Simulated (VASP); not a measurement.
# MgI2 (Fm-3m) in VASP: a series of runs

Runs on MgI2. Level: PBE. Tasks: single point.

All numbers are computed with VASP 6.6.1; they aren't measurements. Logs are shortened: lines on timing, memory, paths and dates and some standing lists are left out, and cuts for length are marked.

**1. The cell of the first run**

The structure is cubic, space group Fm-3m (No. 225). Conventional cell: a = 7.374 Å, b = 7.374 Å, c = 7.374 Å, α = 90.00°, β = 90.00°, γ = 90.00°. Mg (site symmetry m-3m) has 8 I at 3.19 Å within 4.2 Å. I (site symmetry -43m) has 4 Mg at 3.19 Å and 6 I at 3.69 Å within 4.2 Å.

**2. Single point, PBE (volume changed by -6%)**

Input file INCAR:

```
SYSTEM = MgI2
PREC = Accurate
ENCUT = 520
EDIFF = 1E-6
ISMEAR = 0
SIGMA = 0.01
LREAL = .FALSE.
LASPH = .TRUE.
NELM = 60
ALGO = Normal
ISIF = 2
LWAVE = .FALSE.
LCHARG = .TRUE.
GGA = PE
LELF = .TRUE.
LVHAR = .TRUE.
NBANDS = 15
```

Input file KPOINTS:

```
Automatic mesh
0
G
  6 6 6
  0 0 0
```

Input file POSCAR:

```
MgI2
1.0
    0.0000000000      3.6870270944      3.6870270944
    3.6870270944      0.0000000000      3.6870270944
    3.6870270944      3.6870270944      0.0000000000
Mg I
1 2
Direct
    0.0000000000      0.0000000000      0.0000000000
    0.2500000000      0.2500000000      0.2500000000
    0.7500000000      0.7500000000      0.7500000000
```

Potentials or basis: VASP PAW PBE potentials, release 64 (Mg, I).

On the command line:

```console
> cat potpaw_PBE.64/Mg/POTCAR potpaw_PBE.64/I/POTCAR > POTCAR
> mpirun -np 1 vasp_std > vasp.out
```

OUTCAR:

```text
SYSTEM = MgI2
   PREC = Accurate
   ENCUT = 520
   EDIFF = 1E-6
   ISMEAR = 0
   LREAL = .FALSE.
   LASPH = .TRUE.
   NELM = 60
   ISIF = 2
   GGA = PE

 ion  position               nearest neighbor table
   1  0.000  0.000  0.000-   2 3.19   3 3.19   3 3.19   3 3.19   3 3.19   2 3.19   2 3.19   2 3.19

   2  0.250  0.250  0.250-   1 3.19   1 3.19   1 3.19   1 3.19
   3  0.750  0.750  0.750-   1 3.19   1 3.19   1 3.19   1 3.19

  LATTYP: Found a face centered cubic cell.
 ALAT       =     7.3740541888

  Lattice vectors:

 A1 = (   0.0000000000,   3.6870270944,   3.6870270944)
 A2 = (   3.6870270944,   0.0000000000,   3.6870270944)
 A3 = (   3.6870270944,   3.6870270944,   0.0000000000)

Analysis of symmetry for initial positions (statically):
=====================================================================
 Subroutine PRICEL returns:
 Original cell was already a primitive cell.

 Routine SETGRP: Setting up the symmetry group for a
 face centered cubic supercell.

 Subroutine GETGRP returns: Found 48 space group operations
 (whereof 48 operations were pure point group operations)
 out of a pool of 48 trial point group operations.

The static configuration has the point symmetry O_h .

Analysis of symmetry for dynamics (positions and initial velocities):
=====================================================================
 Subroutine PRICEL returns:
 Original cell was already a primitive cell.

 Routine SETGRP: Setting up the symmetry group for a
 face centered cubic supercell.

 Subroutine GETGRP returns: Found 48 space group operations
 (whereof 48 operations were pure point group operations)
 out of a pool of 48 trial point group operations.

The dynamic configuration has the point symmetry O_h .

 Subroutine INISYM returns: Found 48 space group operations
 (whereof 48 operations are pure point group operations),
 and found     1 'primitive' translations

----------------------------------------------------------------------------------------

                                     Primitive cell

  volume of cell :     100.2441

  direct lattice vectors                    reciprocal lattice vectors
     0.000000000  3.687027094  3.687027094    -0.135610612  0.135610612  0.135610612
     3.687027094  0.000000000  3.687027094     0.135610612 -0.135610612  0.135610612
     3.687027094  3.687027094  0.000000000     0.135610612  0.135610612 -0.135610612

  length of vectors
     5.214243722  5.214243722  5.214243722     0.234884470  0.234884470  0.234884470

  position of ions in fractional coordinates (direct lattice)
     0.000000000  0.000000000  0.000000000
     0.250000000  0.250000000  0.250000000
     0.750000000  0.750000000  0.750000000

  ion indices of the primitive-cell ions
   primitive index   ion index
                 1           1
                 2           2
                 3           3

----------------------------------------------------------------------------------------

 KPOINTS: Automatic mesh

Automatic generation of k-mesh.
 Grid dimensions read from file:
 generate k-points for:    6    6    6

 Generating k-lattice:

  Cartesian coordinates                     Fractional coordinates (reciprocal lattice)
    -0.022601769  0.022601769  0.022601769     0.166666667  0.000000000  0.000000000
     0.022601769 -0.022601769  0.022601769     0.000000000  0.166666667  0.000000000
     0.022601769  0.022601769 -0.022601769     0.000000000  0.000000000  0.166666667

  Length of vectors
     0.039147412  0.039147412  0.039147412

  Shift w.r.t. Gamma in fractional coordinates (k-lattice)
     0.000000000  0.000000000  0.000000000

 Subroutine IBZKPT returns following result:
 ===========================================

 Found     16 irreducible k-points:

 Following reciprocal coordinates:
            Coordinates               Weight
  0.000000  0.000000  0.000000      1.000000
  0.166667  0.000000  0.000000      8.000000
  0.333333  0.000000  0.000000      8.000000
  0.500000  0.000000  0.000000      4.000000
  0.166667  0.166667  0.000000      6.000000
  0.333333  0.166667  0.000000     24.000000
[... 8 lines left out ...]
 -0.333333  0.333333  0.166667     24.000000
 -0.333333  0.500000  0.166667     12.000000
   k-points           NKPTS =     16   k-points in BZ     NKDIM =     16   number of bands    NBANDS=     15
   number of dos      NEDOS =    301   number of ions     NIONS =      3
   total plane-waves  NPLWV =  64000
   dimension x,y,z NGX =    40 NGY =   40 NGZ =   40
   dimension x,y,z NGXF=    80 NGYF=   80 NGZF=   80
   ions per type =               1   2
   NGX,Y,Z   is equivalent  to a cutoff of  12.75, 12.75, 12.75 a.u.
   NGXF,Y,Z  is equivalent  to a cutoff of  25.51, 25.51, 25.51 a.u.
 SYSTEM =  MgI2
   PREC   = accura    normal or accurate (medium, high low for compatibility)
   ISTART =      0    job   : 0-new  1-cont  2-samecut
   ICHARG =      2    charge: 1-file 2-atom 10-const
   ISPIN  =      1    spin polarized calculation?
   LNONCOLLINEAR =      F non collinear calculations
   LSORBIT =      F    spin-orbit coupling
   LASPH  =      T    aspherical Exc in radial PAW
   ENCUT  =  520.0 eV  38.22 Ry    6.18 a.u.   9.70  9.70  9.70*2*pi/ulx,y,z
   NELM   =     60;   NELMIN=  2; NELMDL= -5     # of ELM steps
   EDIFF  = 0.1E-05   stopping-criterion for ELM
   LREAL  =      F    real-space projection
   EDIFFG = 0.1E-04   stopping-criterion for IOM
   NSW    =      0    number of steps for IOM
   IBRION =     -1    ionic relax: 0-MD 1-quasi-New 2-CG
   NFREE  =      0    steps in history (QN), initial steepest desc. (CG)
   ISIF   =      2    stress and relaxation
   ISYM   =      2    0-nonsym 1-usesym 2-fastsym
   POTIM  = 0.5000    time-step for ionic-motion
   TEBEG  =    0.0;   TEEND  =   0.0 temperature during run
   PSTRESS=    0.0 pullay stress
   NELECT =      16.0000    total number of electrons
   NUPDOWN=      -1.0000    fix difference up-down
   EMIN   =  10.00;   EMAX   =-10.00  energy-range for DOS
   EFERMI =   0.00;   METHOD = LEGACY
   ISMEAR =     0;   SIGMA  =   0.01  broadening in eV -4-tet -1-fermi 0-gaus
   EFERMI_NEDOS =   21; number of points for ismear=-14 and -15
   IALGO  =     38    algorithm
   IMIX   =      4    mixing-type and parameters
     AMIX     =   0.40;   BMIX     =  1.00
     AMIX_MAG =   1.60;   BMIX_MAG =  1.00
  volume/ion in A,a.u.               =      33.41       225.49
  Fermi-wavevector in a.u.,A,eV,Ry     =   0.888032  1.678137 10.729560  0.788600
  Thomas-Fermi vector in A             =   2.009408
   LORBIT       =      0    0 simple, 1 ext, 2 COOP (PROOUT), +10 PAW based schemes
   GGA     = PE    functional components
   LHFCALC =     F    Hartree Fock is set to
   AEXX    =    0.0000 exact exchange contribution
   IVDW    =     0    specifies the selected vdW correction
   LEPSILON=     F    determine dielectric tensor
   LRPA    =     F    only Hartree local field effects (RPA)
 non-spin polarized calculation
 Gauss-broadening in eV      SIGMA  =   0.01
  energy-cutoff  :      520.00
  volume of cell :      100.24
 maximum number of plane-waves:      2733
   NGX = 19   NGY = 19   NGZ = 19

 number of electron      15.9999999 magnetization

 Free energy of the ion-electron system (eV)
  ---------------------------------------------------
  ext. energy  EPLUGINS =         0.00000000
  ---------------------------------------------------
  free energy    TOTEN  =        -6.36485768 eV

  energy without entropy =       -6.36485768  energy(sigma->0) =       -6.36485768

 E-fermi :   3.9376     XC(G=0):  -8.3401

 val. band max:        3.8709053251   @ k =   0.5000   0.5000   0.0000
 cond. band min:       4.5601829541   @ k =   0.0000   0.0000   0.0000
 fundamental gap:      0.6892776289
 Fermi energy:         3.9376492929

 k-point     1 :       0.0000    0.0000    0.0000
  band No.  band energies     occupation
      1      -9.4087      2.00000
      2      -7.6114      2.00000
      3       0.6311      2.00000
      4       0.6311      2.00000
      5       0.6311      2.00000
      6       2.6383      2.00000
      7       2.6383      2.00000
      8       2.6383      2.00000
      9       4.5602      0.00000
     10       6.8039      0.00000
     11       6.8039      0.00000
     12       6.8039      0.00000
     13       8.8488      0.00000
     14       8.8488      0.00000
     15      10.3645      0.00000

 k-point     2 :       0.1667    0.0000    0.0000
  band No.  band energies     occupation
      1      -9.2971      2.00000
      2      -7.7408      2.00000
      3       0.5724      2.00000
      4       0.6823      2.00000
      5       0.6823      2.00000
      6       1.9575      2.00000
      7       2.3657      2.00000
      8       2.3657      2.00000
      9       5.4299      0.00000
     10       7.1168      0.00000
     11       7.1168      0.00000
     12       7.1190      0.00000
     13       9.4534      0.00000
     14       9.4534      0.00000
     15      11.1252      0.00000

 k-point     3 :       0.3333    0.0000    0.0000
  band No.  band energies     occupation
      1      -8.9856      2.00000
      2      -8.0872      2.00000
      3       0.3760      2.00000
      4       0.8610      2.00000
      5       0.8610      2.00000
      6       1.2985      2.00000
      7       1.8013      2.00000
      8       1.8013      2.00000
      9       6.2703      0.00000
     10       8.0180      0.00000
     11       8.0180      0.00000
     12       8.6450      0.00000
     13      10.6768      0.00000
     14      10.6768      0.00000
     15      11.4083      0.00000
[... 199 lines left out ...]
 k-point    15 :      -0.3333    0.3333    0.1667
  band No.  band energies     occupation
      1      -8.5020      2.00000
      2      -8.4976      2.00000
      3      -0.9282      2.00000
      4      -0.3462      2.00000
      5       1.1622      2.00000
      6       1.1829      2.00000
      7       3.0920      2.00000
      8       3.2639      2.00000
      9       5.9503      0.00000
     10       8.0641      0.00000
     11       9.2749      0.00000
     12       9.6018      0.00000
     13      10.3651      0.00000
     14      11.2855      0.00000
     15      12.0905      0.00000

 k-point    16 :      -0.3333    0.5000    0.1667
  band No.  band energies     occupation
      1      -8.6246      2.00000
      2      -8.3328      2.00000
      3      -1.2242      2.00000
      4      -0.4680      2.00000
      5       0.4531      2.00000
      6       2.1013      2.00000
      7       3.4252      2.00000
      8       3.7331      2.00000
      9       5.4376      0.00000
     10       8.3396      0.00000
     11       8.8594      0.00000
     12       9.7946      0.00000
     13      11.4150      0.00000
     14      11.4586      0.00000
     15      11.6077      0.00000

------------------------ aborting loop because EDIFF is reached ----------------------------------------

  FORCE on cell =-STRESS in cart. coord.  units (eV):
  Direction    XX          YY          ZZ          XY          YZ          ZX
  --------------------------------------------------------------------------------------
  -------------------------------------------------------------------------------------
  Total        1.2651923      1.2651923      1.2651923      0.0000000     -0.0000000      0.0000000
  in kB       20.2212569     20.2212569     20.2212569      0.0000000     -0.0000000      0.0000000
  external PRESSURE =      20.2212569 kB  Pullay stress =       0.0000000 kB

 VOLUME and BASIS-vectors are now :
 -----------------------------------------------------------------------------
  energy-cutoff  :      520.00
  volume of cell :      100.24
      direct lattice vectors                 reciprocal lattice vectors
     0.000000000  3.687027094  3.687027094    -0.135610612  0.135610612  0.135610612
     3.687027094  0.000000000  3.687027094     0.135610612 -0.135610612  0.135610612
     3.687027094  3.687027094  0.000000000     0.135610612  0.135610612 -0.135610612

 POSITION                                       TOTAL-FORCE (eV/Angst)
 -----------------------------------------------------------------------------------
      0.00000      0.00000      0.00000         0.000000     -0.000000      0.000000
      1.84351      1.84351      1.84351        -0.000000     -0.000000     -0.000000
      5.53054      5.53054      5.53054         0.000000      0.000000      0.000000
 -----------------------------------------------------------------------------------
    total drift:                                0.000000     -0.000000      0.000000

  FREE ENERGIE OF THE ION-ELECTRON SYSTEM (eV)
  ---------------------------------------------------
  free  energy   TOTEN  =        -6.3648576797 eV

  energy  without entropy=       -6.3648576797  energy(sigma->0) =       -6.36485768
```

It took 17 s on 1 thread of Intel Xeon 6975P-C (Granite Rapids), shared host; peak memory 0.24 GiB.

What came out:

| Property | Result |
| --- | --- |
| Free energy | -6.3649 eV |
| Pressure | 2.0 GPa |
| Band gap on the k mesh | 0.69 eV, indirect (least direct gap 0.92 eV) |

Caveat: spin-orbit coupling is left out, which moves the levels of the heavy elements. A k mesh can miss the band edges.

[end of part 1 of 2]
